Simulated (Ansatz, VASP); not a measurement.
# Two plane-wave programs on Ni

File INCAR:

```
SYSTEM = Ni
  PREC = Accurate
  ENCUT = 520
  EDIFF = 1E-6
  ISMEAR = -1
  SIGMA = 0.1
  LREAL = .False.
  LASPH = .True.
  NELM = 150
  ALGO = Normal
  ISIF = 2
  LWAVE = .False.
  LCHARG = .False.
  ISPIN = 2
  MAGMOM = 1 -1
  LORBIT = 11
  LMAXMIX = 4
  GGA = PS
  NBANDS = 21
```

The input KPOINTS:

```
regular mesh
0
Gamma
  16 16 8
  0 0 0
```

File POSCAR:

```
Ni
1.0
    2.4480200000      0.0000000000      0.0000000000
   -1.2240100000      2.1200500000      0.0000000000
    0.0000000000      0.0000000000      4.0728100000
Ni
2
Direct
    0.3333333333      0.6666666667      0.2500000000
    0.6666666667      0.3333333333      0.7500000000
```

Input for Ansatz:

```yaml
crystal:
  lattice:
    - [2.44802, 0.0, 0.0]
    - [-1.22401, 2.12005, 0.0]
    - [0.0, 0.0, 4.07281]
  atoms:
    - { symbol: Ni, position: [0.3333333333333333, 0.6666666666666666, 0.25], spin: 1.0 }
    - { symbol: Ni, position: [0.6666666666666666, 0.3333333333333333, 0.75], spin: -1.0 }
basis:
  ecutwfc: 500.0
kpoints:
  mp_grid:
    grid: [16, 16, 8]
hamiltonian:
  xc: pbesol
magnetization:
  spin_polarized: true
scf:
  occupations:
    method: fermi_dirac
    width: 0.1
```

Alike in both runs: task single point; functional PBEsol; k mesh 16 × 16 × 8; occupations fermi-dirac, width 0.1 eV; collinear spin.

```csv
,VASP,Ansatz
version,VASP 6.6.1,Ansatz 0.2.0
potentials or method,"VASP PAW PBE potentials, release 64 (Ni), cutoff 520 eV","plane waves, PAW"
valence electrons in the cell,20,36
```

Ansatz gave:

* net moment per atom (μB): 0.61
* size of the moment on the site where the two differ most (μB): 0.64

Problem. Which values does VASP return?

Solution. net moment per atom (μB): 0.00; size of the moment on the site where the two differ most (μB): 0.00.

The net moments are unlike, so the other rows may belong to different states. VASP's potentials were made for PBE, not for PBEsol. Site moments also hang on the region over which each program counts them. VASP's potentials hold 20 valence electrons a cell and Ansatz's 36, so a difference there can come from the potentials and not from the codes. Ansatz's warnings: seeded moment not kept.
